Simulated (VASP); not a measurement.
Here is a VASP 6.6.1 calculation.

Contents of INCAR:

```
SYSTEM = AlN
ALGO = Normal
EDIFF = 1E-6
ENCUT = 600
GGA = PE
GGA_COMPAT = .FALSE.
ISIF = 2
ISMEAR = 0
LASPH = .TRUE.
LCHARG = .FALSE.
LREAL = .FALSE.
LWAVE = .FALSE.
NBANDS = 11
NELM = 120
PREC = Accurate
SIGMA = 0.01
```

The input KPOINTS:

```
k-points
0
G
  6 6 6
  0 0 0
```

The input POSCAR:

```
AlN
1.0
    0.0000000000      2.0188684454      2.0188684454
    2.0087741032      0.0000000000      2.0188684454
    2.0087741032      2.0188684454      0.0000000000
Al N
1 1
Direct
    0.0000000000      0.0000000000      0.0000000000
    0.5000000000      0.5000000000      0.5000000000
```

Potentials or basis: VASP PAW PBE potentials, release 64 (Al, N).

The run is started by

```sh
$ cat potpaw_PBE.64/Al/POTCAR potpaw_PBE.64/N/POTCAR > POTCAR
$ mpirun -np 1 vasp_std > vasp.out
```

(1) Predict the pressure.

(2) Predict the band gap on the k mesh.

Answers

(1) 7.4 GPa.

(2) 4.65 eV, indirect (least direct gap 5.80 eV).

Caveat: the k points lie up to 0.45 Å⁻¹ apart; the cell differs from its parent crystal (uniaxial x strain -0.5%).
